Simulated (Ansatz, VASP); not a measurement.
BaTe: VASP beside Ansatz

Contents of INCAR:

```
  PREC = Accurate
  ENCUT = 520
  EDIFF = 1E-6
  ISMEAR = 0
  SIGMA = 0.05
  LREAL = F
  LASPH = T
  NELM = 150
  ALGO = Normal
  ISIF = 2
  LWAVE = F
  LCHARG = T
  LNONCOLLINEAR = T
  MAGMOM = 0 0 0 0 0 0
  LORBIT = 11
  LSORBIT = T
  GGA_COMPAT = F
  LORBMOM = T
  GGA = PE
  LVHAR = T
  NBANDS = 28
```

The input KPOINTS:

```
Automatic mesh
0
Gamma
  6 6 6
```

Contents of POSCAR:

```
BaTe
1.0
    0.0000000000      3.4659109649      3.4659109649
    3.4659109649      0.0000000000      3.4659109649
    3.4659109649      3.4659109649      0.0000000000
Ba Te
1 1
Direct
    0.5000000000      0.5000000000      0.5000000000
    0.0000000000      0.0000000000      0.0000000000
```

Input for Ansatz:

```yaml
crystal:
  lattice:
    - [0.0, 3.4659109649, 3.4659109649]
    - [3.4659109649, 0.0, 3.4659109649]
    - [3.4659109649, 3.4659109649, 0.0]
  atoms:
    - { symbol: Ba, position: [0.5, 0.5, 0.5] }
    - { symbol: Te, position: [0.0, 0.0, 0.0] }
basis:
  ecutwfc: 420
  ecutrho_ratio: 4
kpoints:
  mp_grid: { grid: [6, 6, 6] }
hamiltonian:
  xc: pbe
scf:
  occupations: { method: gaussian, width: 0.05 }
output:
  forces: true
  stress: true
  eigenvalues: true
  populations: true
  topological_invariants: true
magnetization:
  noncollinear: true
  spin_orbit: true
```

Alike in both runs: task single point; functional PBE; k mesh 6 × 6 × 6; occupations gaussian, width 0.05 eV; non-collinear spin, spin-orbit coupling.

|  | VASP | Ansatz |
| --- | --- | --- |
| version | VASP 6.6.1 | Ansatz 0.2.0 |
| potentials or method | VASP PAW PBE potentials, release 64 (Ba_sv, Te), cutoff 520 eV | plane waves, PAW |
| valence electrons in the cell | 16 | 26 |

Ansatz gave:

| Quantity | Value |
| --- | --- |
| pressure (GPa) | 1.8 |
| net moment per atom (μB) | 0.00 |

Q: Estimate VASP's values.

A: Pressure (GPa): 2.2; net moment per atom (μB): 0.00.

The functional is the same, so the differences come from potentials, cutoffs and numerics. VASP's potentials hold 16 valence electrons a cell and Ansatz's 26, so a difference there can come from the potentials and not from the codes.
